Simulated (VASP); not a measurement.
Set up this calculation in VASP 6.6.1, as the native input.

- Task: relaxation of cell and atoms
- Functional: r2SCAN
- Potentials or basis: VASP PAW PBE potentials, release 64 (Sr_sv, O)
- Cutoff: 600 eV
- k mesh: 8 × 8 × 8
- Occupations: gaussian, width 0.02 eV
- Spin: no spin polarisation
- Dipole correction: no
- Further INCAR settings: ALGO = Normal; EDIFF = 1e-07; IBRION = 2; EDIFFG = -0.005; NSW = 100; ISIF = 3

Crystal: SrO.

```
Sr O
1.0
     0.00000    2.56980    2.56980
     2.56980    0.00000    2.56980
     2.56980    2.56980    0.00000
Sr O
1 1
Direct
  0.00000 0.00000 0.00000
  0.50000 0.50000 0.50000
```

The input as run:

POSCAR

```
SrO
1.0
    0.0000000000      2.5698000000      2.5698000000
    2.5698000000      0.0000000000      2.5698000000
    2.5698000000      2.5698000000      0.0000000000
Sr O
1 1
Direct
    0.0000000000      0.0000000000      0.0000000000
    0.5000000000      0.5000000000      0.5000000000
```

INCAR.step1

```
PREC = Accurate
ENCUT = 600
ISMEAR = 0
SIGMA = 0.02
LREAL = F
LASPH = T
NELM = 60
GGA = PE
ALGO = Normal
EDIFF = 1E-4
LWAVE = T
LCHARG = F
```

INCAR.step2

```
PREC = Accurate
ENCUT = 600
EDIFF = 1E-7
ISMEAR = 0
SIGMA = 0.02
LREAL = F
LASPH = T
NELM = 60
ALGO = Normal
ISIF = 3
LWAVE = F
LCHARG = F
METAGGA = R2SCAN
LMIXTAU = T
IBRION = 2
NSW = 100
EDIFFG = -0.005
ISTART = 1
```

KPOINTS

```
Automatic mesh
0
Gamma
  8 8 8
```

Potentials or basis: VASP PAW PBE potentials, release 64 (Sr_sv, O).

Launch:

```console
$ cat potpaw_PBE.64/Sr_sv/POTCAR potpaw_PBE.64/O/POTCAR > POTCAR
$ cp INCAR.step1 INCAR
$ mpirun -np 1 vasp_std > vasp.out
$ cp INCAR.step2 INCAR
$ mpirun -np 1 vasp_std > vasp.out
```

Results of the run:

* Relaxed volume: 17.25 Å³/atom
* Relaxed cell: a = 3.654 Å, b = 3.654 Å, c = 3.654 Å, α = 60.00°, β = 60.00°, γ = 60.00°
* Space group after relaxing (to 0.1 Å): Fm-3m (No. 225)
* Energy gained by relaxing: 1.4 meV/atom
* Ionic steps: 3
* Pressure after relaxing: 0.0 GPa
* Band gap on the k mesh: 3.75 eV (least direct gap 3.85 eV)

Caveat: the PAW data sets were made with another functional, which shifts forces and pressure a little.

Wall time 7.1 min on 1 thread of Intel Xeon 8259CL (shared host), peak memory 0.19 GiB.
